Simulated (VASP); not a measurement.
# NiO (Fm-3m) in VASP: a series of runs

NiO is run at these levels: r2SCAN; tasks: single point.

All numbers are computed with VASP 6.6.1; they aren't measurements. Logs are shortened: lines on timing, memory, paths and dates and some standing lists are left out, and cuts for length are marked.

## 1. The cell of the first run

It takes space group Fm-3m (No. 225, cubic). The conventional cell has a = 4.210 Å, b = 4.210 Å, c = 4.210 Å, α = 90.00°, β = 90.00°, γ = 90.00°. Ni (site symmetry m-3m) has 6 O at 2.10 Å within 2.8 Å. O (site symmetry m-3m) has 6 Ni at 2.10 to 2.11 Å within 2.8 Å.

## 2. Single point, r2SCAN

Contents of POSCAR:

```
NiO
1.0
    0.0000000000      2.1050000000      2.1050000000
    2.1050000000      0.0000000000      2.1050000000
    2.1050000000      2.1050000000      0.0000000000
Ni O
1 1
Direct
    0.0370000000      0.0185000000      0.0123333333
    0.5370000000      0.5185000000      0.5123333333
```

Contents of INCAR.step1:

```
SYSTEM = NiO
PREC = Accurate ; ENCUT = 660
ISMEAR = -1 ; SIGMA = 0.1
LREAL = .FALSE. ; LASPH = .TRUE.
NELM = 120 ; NBANDS = 15
GGA = PE ; ALGO = Normal
EDIFF = 1E-5 ; LWAVE = .TRUE.
LCHARG = .FALSE. ; GGA_COMPAT = .FALSE.
```

Contents of INCAR.step2:

```
SYSTEM = NiO
PREC = Accurate ; ENCUT = 660
EDIFF = 1E-6 ; ISMEAR = -1
SIGMA = 0.1 ; LREAL = .FALSE.
LASPH = .TRUE. ; NELM = 120
ALGO = Normal ; ISIF = 2
LWAVE = .FALSE. ; LCHARG = .TRUE.
METAGGA = R2SCAN ; LMIXTAU = .TRUE.
LELF = .TRUE. ; LVHAR = .TRUE.
NBANDS = 15 ; ISTART = 1
GGA_COMPAT = .FALSE.
```

Contents of KPOINTS:

```
Automatic mesh
0
G
  2 2 2
  0 0 0
```

Potentials or basis: VASP PAW PBE potentials, release 64 (Ni, O).

The run is started by

```
$ cat potpaw_PBE.64/Ni/POTCAR potpaw_PBE.64/O/POTCAR > POTCAR
$ cp INCAR.step1 INCAR
$ mpirun -np 1 vasp_std > vasp.out
$ cp INCAR.step2 INCAR
$ mpirun -np 1 vasp_std > vasp.out
```

OUTCAR:

```text
SYSTEM = NiO
   PREC = Accurate
   ENCUT = 660
   EDIFF = 1E-6
   ISMEAR = -1
   LREAL = .FALSE.
   LASPH = .TRUE.
   NELM = 120
   ISIF = 2
   METAGGA = R2SCAN
   ISTART = 1

 ion  position               nearest neighbor table
   1  0.037  0.019  0.012-   2 2.10   2 2.10   2 2.10   2 2.10   2 2.10   2 2.10
   2  0.537  0.519  0.512-   1 2.10   1 2.10   1 2.10   1 2.10   1 2.10   1 2.10

  LATTYP: Found a face centered cubic cell.
 ALAT       =     4.2100000000

  Lattice vectors:

 A1 = (   0.0000000000,   2.1050000000,   2.1050000000)
 A2 = (   2.1050000000,   0.0000000000,   2.1050000000)
 A3 = (   2.1050000000,   2.1050000000,   0.0000000000)

Analysis of symmetry for initial positions (statically):
=====================================================================
 Subroutine PRICEL returns:
 Original cell was already a primitive cell.

 Routine SETGRP: Setting up the symmetry group for a
 face centered cubic supercell.

 Subroutine GETGRP returns: Found 48 space group operations
 (whereof  1 operations were pure point group operations)
 out of a pool of 48 trial point group operations.

The static configuration has the point symmetry C_1 .
 The point group associated with its full space group is O_h .

Analysis of symmetry for dynamics (positions and initial velocities):
=====================================================================
 Subroutine PRICEL returns:
 Original cell was already a primitive cell.

 Routine SETGRP: Setting up the symmetry group for a
 face centered cubic supercell.

 Subroutine GETGRP returns: Found 48 space group operations
 (whereof  1 operations were pure point group operations)
 out of a pool of 48 trial point group operations.

The dynamic configuration has the point symmetry C_1 .
 The point group associated with its full space group is O_h .

 Subroutine INISYM returns: Found 48 space group operations
 (whereof  1 operations are pure point group operations),
 and found     1 'primitive' translations

----------------------------------------------------------------------------------------

                                     Primitive cell

  volume of cell :      18.6546

  direct lattice vectors                    reciprocal lattice vectors
     0.000000000  2.105000000  2.105000000    -0.237529691  0.237529691  0.237529691
     2.105000000  0.000000000  2.105000000     0.237529691 -0.237529691  0.237529691
     2.105000000  2.105000000  0.000000000     0.237529691  0.237529691 -0.237529691

  length of vectors
     2.976919549  2.976919549  2.976919549     0.411413493  0.411413493  0.411413493

  position of ions in fractional coordinates (direct lattice)
     0.037000000  0.018500000  0.012333333
     0.537000000  0.518500000  0.512333333

  ion indices of the primitive-cell ions
   primitive index   ion index
                 1           1
                 2           2

----------------------------------------------------------------------------------------

 KPOINTS: Automatic mesh

Automatic generation of k-mesh.
 Grid dimensions read from file:
 generate k-points for:    2    2    2

 Generating k-lattice:

  Cartesian coordinates                     Fractional coordinates (reciprocal lattice)
    -0.118764846  0.118764846  0.118764846     0.500000000  0.000000000  0.000000000
     0.118764846 -0.118764846  0.118764846     0.000000000  0.500000000  0.000000000
     0.118764846  0.118764846 -0.118764846     0.000000000  0.000000000  0.500000000

  Length of vectors
     0.205706747  0.205706747  0.205706747

  Shift w.r.t. Gamma in fractional coordinates (k-lattice)
     0.000000000  0.000000000  0.000000000

 Subroutine IBZKPT returns following result:
 ===========================================

 Found      3 irreducible k-points:

 Following reciprocal coordinates:
            Coordinates               Weight
  0.000000  0.000000  0.000000      1.000000
  0.500000  0.000000  0.000000      4.000000
  0.500000  0.500000  0.000000      3.000000
   k-points           NKPTS =      3   k-points in BZ     NKDIM =      3   number of bands    NBANDS=     15
   number of dos      NEDOS =    301   number of ions     NIONS =      2
   total plane-waves  NPLWV =  21952
   dimension x,y,z NGX =    28 NGY =   28 NGZ =   28
   dimension x,y,z NGXF=    56 NGYF=   56 NGZF=   56
   ions per type =               1   1
   NGX,Y,Z   is equivalent  to a cutoff of  15.64, 15.64, 15.64 a.u.
   NGXF,Y,Z  is equivalent  to a cutoff of  31.27, 31.27, 31.27 a.u.
 SYSTEM =  NiO
   PREC   = accura    normal or accurate (medium, high low for compatibility)
   ISTART =      1    job   : 0-new  1-cont  2-samecut
   ICHARG =      0    charge: 1-file 2-atom 10-const
   ISPIN  =      1    spin polarized calculation?
   LNONCOLLINEAR =      F non collinear calculations
   LSORBIT =      F    spin-orbit coupling
   LASPH  =      T    aspherical Exc in radial PAW
   ENCUT  =  660.0 eV  48.51 Ry    6.96 a.u.   6.24  6.24  6.24*2*pi/ulx,y,z
   NELM   =    120;   NELMIN=  2; NELMDL=  0     # of ELM steps
   EDIFF  = 0.1E-05   stopping-criterion for ELM
   LREAL  =      F    real-space projection
   EDIFFG = 0.1E-04   stopping-criterion for IOM
   NSW    =      0    number of steps for IOM
   IBRION =     -1    ionic relax: 0-MD 1-quasi-New 2-CG
   NFREE  =      0    steps in history (QN), initial steepest desc. (CG)
   ISIF   =      2    stress and relaxation
   ISYM   =      2    0-nonsym 1-usesym 2-fastsym
   POTIM  = 0.5000    time-step for ionic-motion
   TEBEG  =    0.0;   TEEND  =   0.0 temperature during run
   PSTRESS=    0.0 pullay stress
   NELECT =      16.0000    total number of electrons
   NUPDOWN=      -1.0000    fix difference up-down
   EMIN   =  10.00;   EMAX   =-10.00  energy-range for DOS
   EFERMI =   0.00;   METHOD = LEGACY
   ISMEAR =    -1;   SIGMA  =   0.10  broadening in eV -4-tet -1-fermi 0-gaus
   EFERMI_NEDOS =   21; number of points for ismear=-14 and -15
   IALGO  =     38    algorithm
   IMIX   =      4    mixing-type and parameters
     AMIX     =   0.40;   BMIX     =  1.00
     AMIX_MAG =   1.60;   BMIX_MAG =  1.00
  volume/ion in A,a.u.               =       9.33        62.94
  Fermi-wavevector in a.u.,A,eV,Ry     =   1.555438  2.939352 32.917767  2.419388
  Thomas-Fermi vector in A             =   2.659379
   LORBIT       =      0    0 simple, 1 ext, 2 COOP (PROOUT), +10 PAW based schemes
   METAGGA = R2SCAN    functional components
   LHFCALC =     F    Hartree Fock is set to
   AEXX    =    0.0000 exact exchange contribution
   IVDW    =     0    specifies the selected vdW correction
   LEPSILON=     F    determine dielectric tensor
   LRPA    =     F    only Hartree local field effects (RPA)
 non-spin polarized calculation
  energy-cutoff  :      660.00
  volume of cell :       18.65
 maximum number of plane-waves:       725
 NGX is ok and might be reduce to    28
   NGX = 13   NGY = 13   NGZ = 13

 number of electron      15.9999999 magnetization

 Free energy of the ion-electron system (eV)
  ---------------------------------------------------
  ext. energy  EPLUGINS =         0.00000000
  ---------------------------------------------------
  free energy    TOTEN  =       -19.58576382 eV

  energy without entropy =      -19.58542830  energy(sigma->0) =      -19.58559606

 E-fermi :   8.0396     XC(G=0): -13.2046

 val. band max:        7.1950694408   @ k =   0.5000   0.5000   0.0000
 cond. band min:       8.9785384502   @ k =   0.5000   0.0000   0.0000
 fundamental gap:      1.7834690094
 Fermi energy:         8.0396095416

 k-point     1 :       0.0000    0.0000    0.0000
  band No.  band energies     occupation
      1     -14.0166      2.00000
      2       4.1196      2.00000
      3       4.1196      2.00000
      4       4.1196      2.00000
      5       5.6403      2.00000
      6       5.6404      2.00000
      7       5.6404      2.00000
      8       6.3323      2.00000
      9       6.3324      2.00000
     10       9.3902      0.00000
     11      25.8795      0.00000
     12      27.0060      0.00000
     13      27.0060      0.00000
     14      27.0061      0.00000
     15      30.6906      0.00000

 k-point     2 :       0.5000    0.0000    0.0000
  band No.  band energies     occupation
      1     -12.7897      2.00000
      2      -0.7729      2.00000
      3       1.9797      2.00000
      4       1.9797      2.00000
      5       6.4439      2.00000
      6       6.4440      2.00000
      7       6.7721      1.99999
      8       8.9785      0.00017
      9       8.9785      0.00017
     10      13.5836      0.00000
     11      18.0127      0.00000
     12      22.2118      0.00000
     13      22.2119      0.00000
     14      29.4795      0.00000
     15      34.0910      0.00000

 k-point     3 :       0.5000    0.5000    0.0000
  band No.  band energies     occupation
      1     -12.7208      2.00000
      2       0.3888      2.00000
      3       2.8700      2.00000
      4       2.8700      2.00000
      5       4.7350      2.00000
      6       6.6693      2.00000
      7       6.6693      2.00000
      8       6.7174      2.00000
      9       7.1951      1.99957
     10      14.3004      0.00000
     11      18.5966      0.00000
     12      20.2992      0.00000
     13      24.8746      0.00000
     14      24.8747      0.00000
     15      36.7284      0.00000

------------------------ aborting loop because EDIFF is reached ----------------------------------------

  FORCE on cell =-STRESS in cart. coord.  units (eV):
  Direction    XX          YY          ZZ          XY          YZ          ZX
  --------------------------------------------------------------------------------------
  -------------------------------------------------------------------------------------
  Total       -2.4408568     -2.4408568     -2.4408568      0.0000000     -0.0000000      0.0000000
  in kB     -209.6363508   -209.6363508   -209.6363508      0.0000000     -0.0000000      0.0000000
  external PRESSURE =    -209.6363508 kB  Pullay stress =       0.0000000 kB

 VOLUME and BASIS-vectors are now :
 -----------------------------------------------------------------------------
  energy-cutoff  :      660.00
  volume of cell :       18.65
      direct lattice vectors                 reciprocal lattice vectors
     0.000000000  2.105000000  2.105000000    -0.237529691  0.237529691  0.237529691
     2.105000000  0.000000000  2.105000000     0.237529691 -0.237529691  0.237529691
     2.105000000  2.105000000  0.000000000     0.237529691  0.237529691 -0.237529691

 POSITION                                       TOTAL-FORCE (eV/Angst)
 -----------------------------------------------------------------------------------
      0.06490      0.10385      0.11683        -0.000000      0.000000      0.000000
      2.16990      2.20885      2.22183         0.000000     -0.000000     -0.000000
 -----------------------------------------------------------------------------------
    total drift:                               -0.000489     -0.000425      0.000199

  FREE ENERGIE OF THE ION-ELECTRON SYSTEM (eV)
  ---------------------------------------------------
  free  energy   TOTEN  =       -19.5857638187 eV

  energy  without entropy=      -19.5854283005  energy(sigma->0) =      -19.58559606
```

Run time: 15 s. Hardware: 1 thread of Intel Xeon Platinum 8488C (Sapphire Rapids), shared host; peak memory 0.15 GiB.

Results:

* Free energy: -19.5858 eV
* Pressure: -21.0 GPa
* Band gap on the k mesh: zero (band 8 reaches 8.98 eV, above the bottom of band 9 at 6.33 eV)

Levels at points of the mesh, in eV from the Fermi level:
```tsv
k point	band 6	band 7	band 8	band 9	band 10	band 11	band 12	band 13
(0.00, 0.00, 0.00)	-2.40	-2.40	-1.71	-1.71	1.35	17.84	18.97	18.97
(0.50, 0.00, 0.00)	-1.60	-1.27	0.94	0.94	5.54	9.97	14.17	14.17
(0.50, 0.50, 0.00)	-1.37	-1.37	-1.32	-0.84	6.26	10.56	12.26	16.83
```

Caveat: the k points lie up to 1.29 Å⁻¹ apart; the PAW data sets were made with another functional, which shifts forces and pressure a little; the run has no spin polarisation, though such a crystal can be magnetic; semilocal functionals often make such compounds metallic where correlation or magnetic order opens a gap, which also shifts bond lengths. With open d or f shells a metallic result of r2SCAN can be an artefact of self-interaction; +U or a hybrid may open a gap.

[end of part 1 of 2]
